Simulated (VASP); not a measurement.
# Sn2P3: single point with r2SCAN

The system is Sn2P3.

```xyz
5
Lattice="3.8063 0.0000 0.0000 -1.9032 3.2964 0.0000 0.0000 0.0000 8.3858" Properties=species:S:1:pos:R:3 pbc="T T T"
Sn    0.0000    2.1976    1.7150
Sn    1.9032    1.0988    6.6708
P     0.0000    0.0000    0.0000
P     0.0000    2.1976    5.2142
P     1.9032    1.0988    3.1716
```

```
Program                : VASP 6.6.1
Task                   : single point
Functional             : r2SCAN
Potentials or basis    : VASP PAW PBE potentials, release 64 (Sn_d, P)
Cutoff                 : 520 eV
k mesh                 : 12 × 12 × 6
Occupations            : gaussian, width 0.1 eV
Spin                   : no spin polarisation
Dipole correction      : no
Further INCAR settings : ALGO = Normal; EDIFF = 1e-06; NBANDS = 30
```

```
Pressure               : -0.1 GPa
Largest force          : 0.019 eV/Å
Band gap on the k mesh : zero (an odd number of electrons rules out a gap without spin polarisation)
```

Forces on the atoms (eV/Å):
```
Sn   0.000  0.000  0.019
Sn   0.000  0.000 -0.019
P    0.000  0.000  0.000
P    0.000  0.000  0.015
P    0.000  0.000 -0.015
```

Levels at points of the mesh, in eV from the Fermi level:
```tsv
k point	band 17	band 18	band 19	band 20	band 21	band 22	band 23	band 24	band 25	band 26
(0.00, 0.00, 0.00)	-1.00	-0.67	-0.67	0.29	0.32	0.32	1.37	3.19	3.48	3.48
(0.50, 0.00, 0.00)	-3.17	-2.16	-1.99	-1.51	-1.46	-1.27	-1.02	2.69	2.75	3.86
(0.00, 0.00, 0.50)	-1.08	-1.08	-0.44	-0.44	0.13	0.13	2.17	3.06	3.18	3.18
(0.50, 0.00, 0.50)	-4.06	-3.84	-2.73	-2.54	0.13	0.28	0.56	1.02	3.24	3.45
```

Wall time 8.1 min on 1 thread of Intel(R) Xeon(R) 6975P-C (Granite Rapids), with other jobs on the host, peak memory 0.4 GiB.

Caveat: the PAW data sets were made with another functional, which shifts forces and pressure a little; spin-orbit coupling is left out, which moves the levels of the heavy elements.
